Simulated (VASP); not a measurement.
Set up this calculation in VASP 6.6.1, as the native input.

* Task: single point
* Functional: PBE
* Potentials or basis: VASP PAW PBE potentials, release 64 (In_d)
* Cutoff: 520 eV
* k mesh: 18 × 18 × 18
* Occupations: gaussian, width 0.1 eV
* Spin: no spin polarisation
* Dipole correction: no
* Further INCAR settings: ALGO = Fast; EDIFF = 1e-06; NBANDS = 12

The structure of In lies in POSCAR:

```
In
1.0
   -1.6604937048      1.6604937048      2.3434152520
    1.6604937048     -1.6604937048      2.3434152520
    1.6604937048      1.6604937048     -2.3434152520
In
1
Direct
    0.0000000000      0.0000000000      0.0000000000
```

These files were run (other wordings do the same):

INCAR

```
SYSTEM = In
PREC = Accurate
ENCUT = 520
EDIFF = 1E-6
ISMEAR = 0
SIGMA = 0.1
LREAL = .FALSE.
LASPH = .TRUE.
NELM = 80
ALGO = Fast
ISIF = 2
LWAVE = .FALSE.
LCHARG = .FALSE.
GGA = PE
NBANDS = 12
```

KPOINTS

```
Automatic mesh
0
G
  18 18 18
  0 0 0
```

Potentials or basis: VASP PAW PBE potentials, release 64 (In_d).

Command:

```bash
$ cat potpaw_PBE.64/In_d/POTCAR > POTCAR
$ mpirun -np 1 vasp_std > vasp.out
```

Results of the run:

```json
{"Pressure": "2.5 GPa", "Band gap on the k mesh": "zero (an odd number of electrons rules out a gap without spin polarisation)"}
```

Caveat: spin-orbit coupling is left out, which moves the levels of the heavy elements.

Wall time 100 s on 1 thread of Intel(R) Xeon(R) Platinum 8559C (Emerald Rapids), with other jobs on the host, peak memory 0.26 GiB.
